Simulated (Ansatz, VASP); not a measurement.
One calculation of Ir, two programs

```
Ir
1.0
    -1.52367    1.52367    1.52367
     1.52367   -1.52367    1.52367
     1.52367    1.52367   -1.52367
Ir
1
Direct
  0.00000 0.00000 0.00000
```

Alike in both runs: task relaxation of cell and atoms; functional r2SCAN; k mesh 14 × 14 × 14; occupations fermi-dirac, width 0.05 eV; collinear spin.

|  | VASP | Ansatz |
| --- | --- | --- |
| version | VASP 6.6.1 | Ansatz 0.2.0 |
| potentials or method | VASP PAW PBE potentials, release 64 (Ir), cutoff 600 eV | plane waves (500 eV) with PAW, scalar-relativistic |
| valence electrons in the cell | 9 | 17 |

Ansatz gave:

```
net moment per atom (μB)                                      : 0.69
size of the moment on the site where the two differ most (μB) : 0.68
relaxed volume (Å³/atom)                                      : 14.80
relaxed cell length with the largest relative difference (Å)  : 2.679
```

Estimate VASP's values.

net moment per atom (μB): 0.69; size of the moment on the site where the two differ most (μB): 0.71; relaxed volume (Å³/atom): 14.89; relaxed cell length with the largest relative difference (Å): 2.684.

VASP's potentials were made for PBE, not for r2SCAN. Site moments also hang on the region over which each program counts them. VASP's potentials hold 9 valence electrons a cell and Ansatz's 17, so a difference there can come from the potentials and not from the codes.

Spin-orbit coupling is off throughout.
